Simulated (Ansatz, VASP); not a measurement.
## One calculation of BN, two programs

```
B N
1.0
     2.48878    0.00235   -0.23622
    -1.23506    2.16074    0.23591
    -0.92894   -0.90688    3.24429
B N
1 1
Direct
  0.99120 0.99150 0.99408
  0.65695 0.32439 0.99273
```

Alike in both runs: functional PBEsol; dispersion D3(BJ); k mesh 12 × 12 × 12; occupations gaussian, width 0.02 eV; no spin polarisation.

Ansatz relaxed the structure, and its values are those at the end. VASP's run is a single point on that final structure, the one shown.

|  | VASP | Ansatz |
| --- | --- | --- |
| version | VASP 6.6.1 | Ansatz 0.2.0 |
| potentials or method | VASP PAW PBE potentials, release 64 (B, N), cutoff 520 eV | scalar-relativistic, plane waves, PAW |
| valence electrons in the cell | 8 | 8 |

|  | VASP | Ansatz | Ansatz less VASP |
| --- | --- | --- | --- |
| gap on the k mesh at the Fermi level (eV) | 3.99 | 4.00 | +0.011 |
| least direct gap on the mesh (eV) | 4.65 | 4.65 | +0.007 |
| pressure (GPa) | 0.3 | 0.0 | -0.33 |

VASP's potentials were made for PBE, not for PBEsol.
